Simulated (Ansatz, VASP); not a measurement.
# Si: VASP beside Ansatz

Contents of INCAR:

```
SYSTEM = Si
ALGO = Normal
EDIFF = 1E-6
ENCUT = 500
GGA_COMPAT = .FALSE.
ISIF = 2
ISMEAR = 0
LASPH = .TRUE.
LCHARG = .FALSE.
LREAL = .FALSE.
LWAVE = .FALSE.
NBANDS = 11
NELM = 120
PREC = Accurate
SIGMA = 0.02
```

KPOINTS

```
k-points
0
G
  12 12 12
  0 0 0
```

Contents of POSCAR:

```
Si
1.0
    0.0000000000      2.7009713479      2.7009713479
    2.7009713479      0.0000000000      2.7009713479
    2.7009713479      2.7009713479      0.0000000000
Si
2
Direct
    0.0000000000      0.0000000000      0.0000000000
    0.2500000000      0.2500000000      0.2500000000
```

Input for Ansatz:

```yaml
crystal:
  lattice:
    - [0.0, 2.7009713479, 2.7009713479]
    - [2.7009713479, 0.0, 2.7009713479]
    - [2.7009713479, 2.7009713479, 0.0]
  atoms:
    - { symbol: Si, position: [0.0, 0.0, 0.0] }
    - { symbol: Si, position: [0.25, 0.25, 0.25] }
basis:
  ecutwfc: 420
kpoints:
  mp_grid: { grid: [12, 12, 12] }
  band_path:
    path:
      - [[0.0, 0.0, 0.0], [0.5, 0.0, 0.5], [0.625, 0.25, 0.625]]
      - [[0.375, 0.375, 0.75], [0.0, 0.0, 0.0], [0.5, 0.5, 0.5], [0.5, 0.25, 0.75], [0.5, 0.0, 0.5]]
    npoints: 10
hamiltonian:
  xc: lda
  pseudopotentials: { kind: paw }
scf:
  occupations: { method: gaussian, width: 0.02 }
  n_extra_bands: 7
output:
  forces: true
  stress: true
  eigenvalues: true
```

Alike in both runs: task single point; functional LDA; k mesh 12 × 12 × 12; occupations gaussian, width 0.02 eV; no spin polarisation.

```csv
,VASP,Ansatz
version,VASP 6.6.1,Ansatz 0.2.0
potentials or method,"VASP PAW LDA potentials, release 64 (Si), cutoff 500 eV","scalar-relativistic, plane waves, PAW"
valence electrons in the cell,8,8
```

|  | VASP | Ansatz | Ansatz less VASP |
| --- | --- | --- | --- |
| gap on the k mesh at the Fermi level (eV) | 0.44 | 0.44 | +0.002 |
| least direct gap on the mesh (eV) | 2.53 | 2.53 | +0.002 |
| pressure (GPa) | 0.0 | 0.0 | -0.04 |

LDA's correlation is that of Perdew and Zunger in VASP and of Perdew and Wang (1992) in Ansatz.
